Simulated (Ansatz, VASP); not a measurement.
**Two plane-wave programs on Na**

INCAR

```
  PREC = Accurate
  ENCUT = 520
  EDIFF = 1E-6
  ISMEAR = -1
  SIGMA = 0.1
  LREAL = F
  LASPH = T
  NELM = 60
  ALGO = Normal
  ISIF = 2
  LWAVE = F
  LCHARG = F
  GGA = RP
  NBANDS = 22
```

Contents of KPOINTS:

```
Automatic mesh
0
Gamma
  11 11 3
```

File POSCAR:

```
Na
1.0
    3.8287007273      0.0000000000      0.0000000000
   -1.9143503636      3.3157520933      0.0000000000
    0.0000000000      0.0000000000     12.4485034511
Na
4
Direct
    0.0000000000      0.0000000000      1.0000000000
    0.0000000000      0.0000000000      0.5000000000
    0.3333333333      0.6666666667      0.2500000000
    0.6666666667      0.3333333333      0.7500000000
```

Input for Ansatz:

```yaml
crystal:
  lattice:
    - [3.8287007273, 0.0, 0.0]
    - [-1.9143503636, 3.3157520933, 0.0]
    - [0.0, 0.0, 12.4485034511]
  atoms:
    - { symbol: Na, position: [0.0, 0.0, 1.0] }
    - { symbol: Na, position: [0.0, 0.0, 0.5] }
    - { symbol: Na, position: [0.3333333333, 0.6666666667, 0.25] }
    - { symbol: Na, position: [0.6666666667, 0.3333333333, 0.75] }
hamiltonian:
  xc: rpbe
  pseudopotentials:
    kind: paw
    azcp:
      Na: "pseudopotentials/Na.paw.azcp"
basis:
  ecutwfc: 420
  fft_grid_basis: typed
kpoints:
  mp_grid: { grid: [11, 11, 3], shift: [0, 0, 0] }
magnetization:
  spin_polarized: false
scf:
  occupations: { method: fermi_dirac, width: 0.1 }
  lower_state_search: "off"
output:
  stress: true
```

Alike in both runs: task single point; functional RPBE; k mesh 11 × 11 × 3; occupations fermi-dirac, width 0.1 eV; no spin polarisation.

|  | VASP | Ansatz |
| --- | --- | --- |
| version | VASP 6.6.1 | Ansatz 0.2.0 |
| potentials or method | VASP PAW PBE potentials, release 64 (Na_pv), cutoff 520 eV | plane waves (420 eV) with PAW, scalar-relativistic |
| valence electrons in the cell | 28 | 36 |

|  | VASP | Ansatz | Ansatz less VASP |
| --- | --- | --- | --- |
| pressure (GPa) | 0.0 | 0.0 | +0.01 |
| traceless stress, the component that is largest in VASP (GPa) | 0.12 | 0.12 | 0.000 |

VASP's potentials were made for PBE, not for RPBE. The functional is the same, so the differences come from potentials, cutoffs and numerics. VASP's potentials hold 28 valence electrons a cell and Ansatz's 36, so a difference there can come from the potentials and not from the codes.
